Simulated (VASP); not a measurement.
Set up this calculation in VASP 6.6.1, as the native input.

```
Task                   : single point
Functional             : LDA
Potentials or basis    : VASP PAW LDA potentials, release 64 (Hf_pv)
Cutoff                 : 520 eV
k mesh                 : 17 × 17 × 17
Occupations            : fermi-dirac, width 0.08 eV
Spin                   : no spin polarisation
Dipole correction      : no
Further INCAR settings : ALGO = Normal; EDIFF = 1e-06; NBANDS = 11
```

The structure of Hf lies in POSCAR:

```
Hf
1.0
   -1.2687822098      1.2687822098      1.2687822098
    1.2687822098     -1.2687822098      1.2687822098
    1.2687822098      1.2687822098     -1.2687822098
Hf
1
Direct
    0.0000000000      0.0000000000      0.0000000000
```

This cell differs from its parent crystal: volume scaled by 0.4.

The input as run:

INCAR

```
SYSTEM = Hf
PREC     = Accurate       ! precision mode
ENCUT    = 520            ! plane-wave cutoff, eV
EDIFF    = 1E-6           ! SCF threshold, eV
ISMEAR   = -1             ! smearing method
SIGMA    = 0.08           ! smearing width, eV
LREAL    = .FALSE.        ! projectors in reciprocal space
LASPH    = .TRUE.         ! aspherical terms in the spheres
NELM     = 80             ! most SCF steps
ALGO     = Normal         ! electronic algorithm
ISIF     = 2              ! what is computed and relaxed
LWAVE    = .FALSE.        ! write WAVECAR
LCHARG   = .FALSE.        ! write CHGCAR
NBANDS   = 11             ! bands
```

KPOINTS

```
Automatic mesh
0
G
  17 17 17
  0 0 0
```

Potentials or basis: VASP PAW LDA potentials, release 64 (Hf_pv).

Run with:

```sh
$ cat potpaw_LDA.64/Hf_pv/POTCAR > POTCAR
$ mpirun -np 1 vasp_std > vasp.out
```

It gave:

```
Pressure               : 595.7 GPa
Band gap on the k mesh : zero (band 5 reaches 18.06 eV, above the bottom of band 6 at 12.82 eV)
```

Caveat: spin-orbit coupling is left out, which moves the levels of the heavy elements.

Run time: 4.8 s on 1 thread of Intel(R) Xeon(R) Platinum 8488C (Sapphire Rapids) (shared host), peak memory 0.12 GiB.
